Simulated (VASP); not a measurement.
# BN (Imm2) in VASP: single point with PBE+U

Aim: the single point of BN with PBE+U.

Program: VASP 6.6.1. These are calculated values, not measurements. Logs are shortened: lines on timing, memory, paths and dates and some standing lists are left out, and cuts for length are marked.

## 1. The cell of the first run

It takes space group Imm2 (No. 44, orthorhombic). Conventional cell: a = 2.564 Å, b = 2.564 Å, c = 3.626 Å, α = 90.00°, β = 90.00°, γ = 90.00°. B (site symmetry mm2) has 4 N at 1.46 to 1.69 Å within 2.0 Å. Within 2.0 Å of N (site symmetry mm2) lie 4 B at 1.46 to 1.69 Å.

## 2. Single point, PBE+U

Contents of INCAR:

```
  PREC = Accurate
  ENCUT = 600
  EDIFF = 1E-6
  ISMEAR = 0
  SIGMA = 0.1
  LREAL = F
  LASPH = T
  NELM = 200
  ALGO = Normal
  ISIF = 2
  LWAVE = F
  LCHARG = F
  LDAU = T
  LDAUTYPE = 2
  LDAUL = -1 1
  LDAUU = 0 2.8
  LDAUJ = 0 0
  LDAUPRINT = 1
  GGA = PE
  NBANDS = 11
  GGA_COMPAT = F
```

Contents of KPOINTS:

```
Automatic mesh
0
Gamma
  2 2 2
```

Contents of POSCAR:

```
BN
1.0
    0.0000000000      1.8130010000      1.8130010000
    1.8130010000      0.0000000000      1.8130010000
    1.8130010000      1.8130010000      0.0000000000
B N
1 1
Direct
    0.0551571676     -0.0551571676      0.0551571676
    0.7500000000      0.7500000000      0.7500000000
```

Potentials or basis: VASP PAW PBE potentials, release 64 (B, N).

Launch:

```bash
$ cat potpaw_PBE.64/B/POTCAR potpaw_PBE.64/N/POTCAR > POTCAR
$ mpirun -np 1 vasp_std > vasp.out
```

OUTCAR:

```text
PREC = Accurate
   ENCUT = 600
   EDIFF = 1E-6
   ISMEAR = 0
   LREAL = F
   LASPH = T
   NELM = 200
   ISIF = 2
   GGA = PE

 ion  position               nearest neighbor table
   1  0.055  0.945  0.055-   2 1.46   2 1.46   2 1.69   2 1.69
   2  0.750  0.750  0.750-   1 1.46   1 1.46   1 1.69   1 1.69

  LATTYP: Found a face centered cubic cell.
 ALAT       =     3.6260020000

  Lattice vectors:

 A1 = (   0.0000000000,   1.8130010000,   1.8130010000)
 A2 = (   1.8130010000,   0.0000000000,   1.8130010000)
 A3 = (   1.8130010000,   1.8130010000,   0.0000000000)

Analysis of symmetry for initial positions (statically):
=====================================================================
 Subroutine PRICEL returns:
 Original cell was already a primitive cell.

 Routine SETGRP: Setting up the symmetry group for a
 face centered cubic supercell.

 Subroutine GETGRP returns: Found  4 space group operations
 (whereof  4 operations were pure point group operations)
 out of a pool of 48 trial point group operations.

The static configuration has the point symmetry C_2v.

Analysis of symmetry for dynamics (positions and initial velocities):
=====================================================================
 Subroutine PRICEL returns:
 Original cell was already a primitive cell.

 Routine SETGRP: Setting up the symmetry group for a
 face centered cubic supercell.

 Subroutine GETGRP returns: Found  4 space group operations
 (whereof  4 operations were pure point group operations)
 out of a pool of 48 trial point group operations.

The dynamic configuration has the point symmetry C_2v.

 Subroutine INISYM returns: Found  4 space group operations
 (whereof  4 operations are pure point group operations),
 and found     1 'primitive' translations

----------------------------------------------------------------------------------------

                                     Primitive cell

  volume of cell :      11.9186

  direct lattice vectors                    reciprocal lattice vectors
     0.000000000  1.813001000  1.813001000    -0.275785838  0.275785838  0.275785838
     1.813001000  0.000000000  1.813001000     0.275785838 -0.275785838  0.275785838
     1.813001000  1.813001000  0.000000000     0.275785838  0.275785838 -0.275785838

  length of vectors
     2.563970603  2.563970603  2.563970603     0.477675083  0.477675083  0.477675083

  position of ions in fractional coordinates (direct lattice)
     0.055157168  0.944842832  0.055157168
     0.750000000  0.750000000  0.750000000

[... 69 lines left out ...]
   EMIN   =  10.00;   EMAX   =-10.00  energy-range for DOS
   EFERMI =   0.00;   METHOD = LEGACY
   ISMEAR =     0;   SIGMA  =   0.10  broadening in eV -4-tet -1-fermi 0-gaus
   EFERMI_NEDOS =   21; number of points for ismear=-14 and -15
   IALGO  =     38    algorithm
   IMIX   =      4    mixing-type and parameters
     AMIX     =   0.40;   BMIX     =  1.00
     AMIX_MAG =   1.60;   BMIX_MAG =  1.00
  volume/ion in A,a.u.               =       5.96        40.22
  Fermi-wavevector in a.u.,A,eV,Ry     =   1.433387  2.708709 27.954506  2.054598
  Thomas-Fermi vector in A             =   2.552911
   LORBIT       =      0    0 simple, 1 ext, 2 COOP (PROOUT), +10 PAW based schemes
 LDA+U is selected, type is set to LDAUTYPE =  2
   angular momentum for each species LDAUL =    -1    1
   U (eV)           for each species LDAUU =   0.0  2.8
   J (eV)           for each species LDAUJ =   0.0  0.0
   GGA     = PE    functional components
   LHFCALC =     F    Hartree Fock is set to
   AEXX    =    0.0000 exact exchange contribution
   IVDW    =     0    specifies the selected vdW correction
   LEPSILON=     F    determine dielectric tensor
   LRPA    =     F    only Hartree local field effects (RPA)
 non-spin polarized calculation
 Gauss-broadening in eV      SIGMA  =   0.10
  energy-cutoff  :      600.00
  volume of cell :       11.92
 maximum number of plane-waves:       411
   NGX = 11   NGY = 11   NGZ = 11

 number of electron       7.9999999 magnetization

 Free energy of the ion-electron system (eV)
  ---------------------------------------------------
  ext. energy  EPLUGINS =         0.00000000
  ---------------------------------------------------
  free energy    TOTEN  =       -12.46933265 eV

  energy without entropy =      -12.46933265  energy(sigma->0) =      -12.46933265

 E-fermi :   9.7455     XC(G=0): -12.6247

 val. band max:        9.1265358405   @ k =   0.0000   0.0000   0.0000
 cond. band min:      11.4382989743   @ k =   0.5000   0.5000   0.0000
 fundamental gap:      2.3117631338
 Fermi energy:         9.7455106994

 k-point     1 :       0.0000    0.0000    0.0000
  band No.  band energies     occupation
      1     -12.5277      2.00000
      2       5.7460      2.00000
      3       8.2077      2.00000
      4       9.1265      2.00000
      5      15.4677      0.00000
      6      15.6066      0.00000
      7      18.0133      0.00000
      8      18.2447      0.00000
      9      31.6244      0.00000
     10      33.7595      0.00000
     11      34.9864      0.00000
[... 43 lines left out ...]
 k-point     5 :       0.5000    0.0000    0.5000
  band No.  band energies     occupation
      1      -6.8437      2.00000
      2      -1.2629      2.00000
      3       1.7732      2.00000
      4       3.4612      2.00000
      5      11.9571      0.00000
      6      16.6869      0.00000
      7      24.1564      0.00000
      8      27.1360      0.00000
      9      27.5712      0.00000
     10      36.0906      0.00000
     11      39.0245      0.00000

------------------------ aborting loop because EDIFF is reached ----------------------------------------

  FORCE on cell =-STRESS in cart. coord.  units (eV):
  Direction    XX          YY          ZZ          XY          YZ          ZX
  --------------------------------------------------------------------------------------
  -------------------------------------------------------------------------------------
  Total        2.5572984      2.4764973      2.5572984      0.0000000      0.0000000     -0.2476435
  in kB      343.7699123    332.9080696    343.7699123      0.0000000      0.0000000    -33.2899661
  external PRESSURE =     340.1492980 kB  Pullay stress =       0.0000000 kB

 VOLUME and BASIS-vectors are now :
 -----------------------------------------------------------------------------
  energy-cutoff  :      600.00
  volume of cell :       11.92
      direct lattice vectors                 reciprocal lattice vectors
     0.000000000  1.813001000  1.813001000    -0.275785838  0.275785838  0.275785838
     1.813001000  0.000000000  1.813001000     0.275785838 -0.275785838  0.275785838
     1.813001000  1.813001000  0.000000000     0.275785838  0.275785838 -0.275785838

 POSITION                                       TOTAL-FORCE (eV/Angst)
 -----------------------------------------------------------------------------------
      1.81300      0.20000      1.81300         0.000000     -4.761832      0.000000
      2.71950      2.71950      2.71950        -0.000000      4.761832     -0.000000
 -----------------------------------------------------------------------------------
    total drift:                               -0.000000      0.000646     -0.000000

  FREE ENERGIE OF THE ION-ELECTRON SYSTEM (eV)
  ---------------------------------------------------
  free  energy   TOTEN  =       -12.4693326548 eV

  energy  without entropy=      -12.4693326548  energy(sigma->0) =      -12.46933265
```

It took 2.8 s on 1 thread of Intel Xeon 8259CL, shared host; peak memory 0.11 GiB.

Results:

```
Free energy            : -12.4693 eV
Pressure               : 34.0 GPa
Largest force          : 4.762 eV/Å
Band gap on the k mesh : 2.31 eV (least direct gap 6.34 eV)
```

Forces on the atoms (eV/Å):
```
B    0.000 -4.762  0.000
N    0.000  4.762  0.000
```

Levels at points of the mesh, in eV from the valence-band top:
| k point | band 1 | band 2 | band 3 | band 4 | band 5 | band 6 | band 7 | band 8 |
| --- | --- | --- | --- | --- | --- | --- | --- | --- |
| (0.00, 0.00, 0.00) | -21.65 | -3.38 | -0.92 | 0.00 | 6.34 | 6.48 | 8.89 | 9.12 |
| (0.50, 0.00, 0.00) | -17.48 | -12.49 | -3.99 | -2.01 | 7.25 | 7.70 | 12.26 | 14.22 |
| (0.00, 0.50, 0.00) | -17.40 | -11.90 | -4.92 | -2.02 | 6.06 | 8.86 | 11.06 | 12.97 |
| (0.50, 0.50, 0.00) | -16.14 | -10.58 | -6.06 | -6.04 | 2.31 | 6.50 | 17.14 | 17.46 |
| (0.50, 0.00, 0.50) | -15.97 | -10.39 | -7.35 | -5.67 | 2.83 | 7.56 | 15.03 | 18.01 |

Caveat: the k points lie up to 1.50 Å⁻¹ apart; forces of over 1 eV/Å act on the atoms, so gaps and moduli don't describe the material at rest. A k mesh can miss the band edges.
